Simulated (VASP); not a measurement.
Crystal: BaTe.

```
Ba Te
1.0
     0.00000    3.38711    3.38711
     3.38711    0.00000    3.38711
     3.38711    3.38711    0.00000
Ba Te
1 1
Direct
  0.00000 0.00000 0.00000
  0.50000 0.50000 0.50000
```

This cell differs from its parent crystal: volume scaled by 0.98.

Base run:

```yaml
Program: VASP 6.6.1
Functional: PBEsol
Potentials_or_basis: VASP PAW PBE potentials, release 64 (Ba_sv, Te)
Cutoff: 520 eV
k_mesh: 7 × 7 × 7
Occupations: fermi-dirac, width 0.05 eV
Spin: no spin polarisation
```

Its results: band gap on the k mesh 1.23 eV, indirect (least direct gap 1.62 eV); pressure 3.3 GPa.

The run is repeated on the same cell with these changes: functional from PBEsol to r2SCAN. What comes out?

Band gap on the k mesh 1.68 eV, indirect (least direct gap 2.07 eV); pressure 5.5 GPa.

r2SCAN gives the wider gap, since meta-GGAs in the generalised Kohn-Sham scheme recover part of the derivative discontinuity.

Caveats: the PAW data sets were made with another functional, which shifts forces and pressure a little; spin-orbit coupling is left out, which moves the levels of the heavy elements.

A k mesh can miss the band edges.
